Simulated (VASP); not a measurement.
# HF in VASP: notebook, part 2 of 2

VASP 6.6.1.

## (3) Single point, PBE+D3(BJ)

Contents of INCAR:

```
PREC     = Accurate       # precision mode
ENCUT    = 910            # plane-wave cutoff, eV
EDIFF    = 1E-6           # SCF threshold, eV
ISMEAR   = -1             # smearing method
SIGMA    = 0.05           # smearing width, eV
LREAL    = F              # projectors in reciprocal space
LASPH    = T              # aspherical terms in the spheres
NELM     = 120            # most SCF steps
ALGO     = Normal         # electronic algorithm
ISIF     = 2              # what is computed and relaxed
LWAVE    = F              # write WAVECAR
LCHARG   = F              # write CHGCAR
GGA      = PE             # functional
IVDW     = 12             # dispersion correction
NBANDS   = 36             # bands
GGA_COMPAT= F
```

Contents of KPOINTS:

```
Automatic mesh
0
Gamma
  1 1 1
```

Contents of POSCAR:

```
HF
1.0
    5.6836090000      0.0000000000      0.0000000000
    0.0000000000      5.6836090000      0.0000000000
    0.0000000000      0.0000000000      5.6836090000
F H
6 6
Direct
    0.5476449911      0.1547432274      0.6508364668
    0.3387812216      0.8457302394      0.3885735278
    1.0810208795      0.6889460552      0.6595105328
   -0.0206207007      0.2807723051      0.4336857092
    0.1605493974      0.8881152803      1.0024264512
    0.3870779992      0.4883340849      1.0508463900
    0.4215103467      0.1321167589      0.5424370325
    0.2984547318      0.8508854145      0.2259655793
    1.1953672394      0.7431545696      0.5388653583
    0.0109965341      0.4340903817      0.4837243378
    0.1320639755      0.7983659678      0.8636765830
    0.4756484832      0.3937111086      0.9386817425
```

Potentials or basis: VASP PAW PBE potentials, release 64 (F_h, H_h).

The run is started by

```bash
$ cat potpaw_PBE.64/F_h/POTCAR potpaw_PBE.64/H_h/POTCAR > POTCAR
$ mpirun -np 1 vasp_gam > vasp.out
```

OUTCAR:

```text
PREC = Accurate
   ENCUT = 910
   EDIFF = 1E-6
   ISMEAR = -1
   LREAL = F
   LASPH = T
   NELM = 120
   ISIF = 2
   GGA = PE
   IVDW = 12
 IVDW          = 12

 ion  position               nearest neighbor table
   1  0.548  0.155  0.651-   7 0.95
   2  0.339  0.846  0.389-   8 0.95
   3  0.081  0.689  0.660-   9 0.99
   4  0.979  0.281  0.434-  10 0.93
   5  0.161  0.888  0.002-  11 0.95
   6  0.387  0.488  0.051-  12 0.97
   7  0.422  0.132  0.542-   1 0.95
   8  0.298  0.851  0.226-   2 0.95
   9  0.195  0.743  0.539-   3 0.99
  10  0.011  0.434  0.484-   4 0.93
  11  0.132  0.798  0.864-   5 0.95
  12  0.476  0.394  0.939-   6 0.97

  LATTYP: Found a simple cubic cell.
 ALAT       =     5.6836090000

  Lattice vectors:

 A1 = (   5.6836090000,   0.0000000000,   0.0000000000)
 A2 = (   0.0000000000,   5.6836090000,   0.0000000000)
[... 179 lines left out ...]
 k-point     1 :       0.0000    0.0000    0.0000
  band No.  band energies     occupation
      1     -29.3674      2.00000
      2     -28.3038      2.00000
      3     -27.2167      2.00000
      4     -27.0883      2.00000
      5     -26.8393      2.00000
      6     -26.7789      2.00000
[... 28 lines left out ...]
     35       8.4330      0.00000
     36       8.6770      0.00000

------------------------ aborting loop because EDIFF is reached ----------------------------------------

 Edisp (eV)   -0.24922

 E8    (eV) :    -0.0499

  FORCE on cell =-STRESS in cart. coord.  units (eV):
  Direction    XX          YY          ZZ          XY          YZ          ZX
  --------------------------------------------------------------------------------------
  -------------------------------------------------------------------------------------
  Total      -0.08861     1.23571     2.62217     1.62249     0.35562     0.22293
  in kB      -0.77328    10.78335    22.88222    14.15856     3.10335     1.94542
  external pressure =       10.96 kB  Pullay stress =        0.00 kB

 VOLUME and BASIS-vectors are now :
 -----------------------------------------------------------------------------
  energy-cutoff  :      910.00
  volume of cell :      183.60
      direct lattice vectors                 reciprocal lattice vectors
     5.683609000  0.000000000  0.000000000     0.175944545  0.000000000  0.000000000
     0.000000000  5.683609000  0.000000000     0.000000000  0.175944545  0.000000000
     0.000000000  0.000000000  5.683609000     0.000000000  0.000000000  0.175944545

 POSITION                                       TOTAL-FORCE (eV/Angst)
 -----------------------------------------------------------------------------------
      3.11260      0.87950      3.69910        -0.668683      0.267153     -0.083424
      1.92550      4.80680      2.20850         1.036342      0.219450      0.795084
      0.46049      3.91570      3.74840        -0.548569     -0.928609     -0.555515
      5.56641      1.59580      2.46490         0.189926     -0.300535     -0.243098
      0.91250      5.04770      0.01379         0.244241      1.348247      1.607825
      2.20000      2.77550      0.28899         1.054546     -1.122768     -1.109642
      2.39570      0.75090      3.08300         0.631831      0.055231      0.461921
      1.69630      4.83610      1.28430        -0.764510     -0.094470     -1.572661
      1.11039      4.22380      3.06270        -0.077382      0.287232     -0.105586
      0.06250      2.46720      2.74930        -0.143796      0.143424      0.292489
      0.75060      4.53760      4.90880        -0.084884     -0.580821     -0.434167
      2.70340      2.23770      5.33510        -0.869060      0.706464      0.946774
 -----------------------------------------------------------------------------------
    total drift:                               -0.000059      0.001117      0.003358

  FREE ENERGIE OF THE ION-ELECTRON SYSTEM (eV)
  ---------------------------------------------------
  free  energy   TOTEN  =       -49.2710010581 eV

  energy  without entropy=      -49.2710010580  energy(sigma->0) =      -49.27100106
```

stdout:

```text
POSCAR found type information on POSCAR F H
 POSCAR found :  2 types and      12 ions
 scaLAPACK will be used
 LDA part: xc-table for (Slater+PW92), standard interpolation
 POSCAR, INCAR and KPOINTS ok, starting setup
 FFT: planning ... GRIDC
 FFT: planning ... GRID_SOFT
 FFT: planning ... GRID
 WAVECAR not read
 entering main loop
```

Run time: 27 s. Hardware: 1 thread of Intel Xeon Platinum 8375C at 2.90GHz (Ice Lake), shared host; peak memory 0.36 GiB.

What came out:

```
Free energy                : -49.2710 eV
Pressure                   : 1.1 GPa
Largest force              : 2.112 eV/Å
Band gap on the k mesh     : 6.78 eV
Dispersion energy per atom : -0.021 eV
```

Forces in eV/Å, atoms in the order of the input:
```
F   -0.669  0.267 -0.083
F    1.036  0.219  0.795
F   -0.549 -0.929 -0.556
F    0.190 -0.301 -0.243
F    0.244  1.348  1.608
F    1.055 -1.123 -1.110
H    0.632  0.055  0.462
H   -0.765 -0.094 -1.573
H   -0.077  0.287 -0.106
H   -0.144  0.143  0.292
H   -0.085 -0.581 -0.434
H   -0.869  0.706  0.947
```

Caveat: the k points lie up to 1.11 Å⁻¹ apart; the cutoff is under 1.25 times the usual one of these potentials, so pressure, stress and relaxed cells hold a basis-set (Pulay) error.

## (4) Single point, PBE+D3(BJ)

Contents of INCAR:

```
SYSTEM = HF
  PREC = Accurate
  ENCUT = 910
  EDIFF = 1E-6
  ISMEAR = -1
  SIGMA = 0.05
  LREAL = .FALSE.
  LASPH = .TRUE.
  NELM = 120
  ALGO = Normal
  ISIF = 2
  LWAVE = .FALSE.
  LCHARG = .TRUE.
  GGA = PE
  IVDW = 12
  LELF = .TRUE.
  LVHAR = .TRUE.
  NBANDS = 36
  GGA_COMPAT = .FALSE.
```

Contents of KPOINTS:

```
Automatic mesh
0
G
  1 1 1
  0 0 0
```

Contents of POSCAR:

```
HF
1.0
    5.6836090000      0.0000000000      0.0000000000
    0.0000000000      5.6836090000      0.0000000000
    0.0000000000      0.0000000000      5.6836090000
F H
6 6
Direct
    0.6300926049      0.2273731356      0.7249970925
    0.2813529221      0.9379779644      0.4174636221
    0.9774071369      0.8033451984      0.6911277676
   -0.0536982752      0.3937287030      0.2714296497
    0.2311207544      1.0538902307      0.9415848275
    0.3788437945      0.5459207345      0.9647919130
    0.4793433187      0.1647720665      0.7743143485
    0.2789600762      0.9251867959      0.2406745432
    1.0135813354      0.8620227042      0.5355751953
   -0.1764723787      0.4079274278      0.3744627753
    0.1214017361      0.9247117457      0.9003434262
    0.4358674216      0.4757892388      0.8194793132
```

The run is started by

```bash
$ cat potpaw_PBE.64/F_h/POTCAR potpaw_PBE.64/H_h/POTCAR > POTCAR
$ mpirun -np 1 vasp_gam > vasp.out
```

It took 24 s on 1 thread of AMD EPYC 7R43 (Zen 3), shared host; peak memory 0.32 GiB.

The run converged. Its results:

| Quantity | Value |
| --- | --- |
| Free energy | -48.9008 eV |
| Pressure | -1.8 GPa |
| Largest force | 2.805 eV/Å |
| Band gap on the k mesh | 6.48 eV |
| Dispersion energy per atom | -0.020 eV |

Forces on the atoms (eV/Å):
```
F   -1.118 -0.067  0.115
F   -0.089 -0.379 -2.778
F   -0.612 -0.168 -0.385
F    0.844 -0.032 -0.675
F   -0.573 -0.936  0.523
F    0.406 -0.367 -1.206
H    0.849 -0.251 -0.199
H    0.200  0.544  2.214
H    0.471 -0.140  0.877
H   -0.921  0.011  0.796
H    0.729  1.000 -0.680
H   -0.187  0.785  1.398
```

Stress tensor (GPa, compression positive):
```
-1.17 -0.41 -0.14
-0.41 -0.83  0.03
-0.14  0.03 -3.47
```

Levels at points of the mesh, in eV from the valence-band top:
```tsv
k point	band 22	band 23	band 24	band 25	band 26	band 27
(0.00, 0.00, 0.00)	-0.23	-0.03	0.00	6.48	9.82	10.26
```

Caveat: the k points lie up to 1.11 Å⁻¹ apart; the cutoff is under 1.25 times the usual one of these potentials, so pressure, stress and relaxed cells hold a basis-set (Pulay) error.
